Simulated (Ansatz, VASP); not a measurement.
## KCl: VASP beside Ansatz

The input POSCAR:

```
KCl
1.0
    0.0000000000      3.1448483095      3.0662271018
    3.1448483095      0.0000000000      3.0662271018
    3.1448483095      3.1448483095      0.0000000000
K Cl
1 1
Direct
    0.0000000000      0.0000000000      0.0000000000
    0.5000000000      0.5000000000      0.5000000000
```

File INCAR.step1:

```
SYSTEM = KCl
  PREC = Accurate
  ENCUT = 520
  ISMEAR = 0
  SIGMA = 0.01
  LREAL = .False.
  LASPH = .True.
  NELM = 80
  NBANDS = 15
  GGA = PE
  ALGO = Normal
  EDIFF = 1E-4
  LWAVE = .True.
  LCHARG = .False.
```

The input INCAR.step2:

```
SYSTEM = KCl
  PREC = Accurate
  ENCUT = 520
  EDIFF = 1E-6
  ISMEAR = 0
  SIGMA = 0.01
  LREAL = .False.
  LASPH = .True.
  NELM = 80
  ALGO = Normal
  ISIF = 2
  LWAVE = .False.
  LCHARG = .False.
  METAGGA = R2SCAN
  LMIXTAU = .True.
  NBANDS = 15
  ISTART = 1
```

The input KPOINTS:

```
Automatic mesh
0
Gamma
  8 8 8
  0 0 0
```

Input for Ansatz:

```yaml
crystal:
  lattice:
    - [0.0, 3.1448483095, 3.0662271018]
    - [3.1448483095, 0.0, 3.0662271018]
    - [3.1448483095, 3.1448483095, 0.0]
  atoms:
    - { symbol: K, position: [0.0, 0.0, 0.0] }
    - { symbol: Cl, position: [0.5, 0.5, 0.5] }
kpoints:
  mp_grid: { grid: [8, 8, 8] }
  band_path:
    path:
      - [0.0, 0.0, 0.0]
      - [0.5, 0.0, 0.5]
      - [0.625, 0.25, 0.625]
      - [0.375, 0.375, 0.75]
      - [0.5, 0.5, 0.5]
      - [0.5, 0.25, 0.75]
    npoints: 1
hamiltonian:
  xc: r2scan
scf:
  occupations: { method: fixed }
  n_extra_bands: 4
output:
  forces: true
  stress: true
  eigenvalues: true
```

Change from the starting cell: uniaxial_z strain -2.5%.

Alike in both runs: task single point; functional r2SCAN; k mesh 8 × 8 × 8; no spin polarisation.

```csv
,VASP,Ansatz
version,VASP 6.6.1,Ansatz 0.2.0
potentials or method,"VASP PAW PBE potentials, release 64 (K_sv, Cl)","plane waves, PAW"
plane-wave cutoff (eV),520,500
occupations,"gaussian, width 0.01 eV",fixed
valence electrons in the cell,16,16
```

VASP gave:

* gap on the k mesh at the Fermi level (eV): 5.91
* pressure (GPa): 0.6
* traceless stress, the component that is largest in VASP (GPa): 0.83

**Question.** Estimate Ansatz's values.

**Answer.** gap on the k mesh at the Fermi level (eV): 5.90; pressure (GPa): 0.6; traceless stress, the component that is largest in VASP (GPa): 0.82.

VASP's potentials were made for PBE, not for r2SCAN.
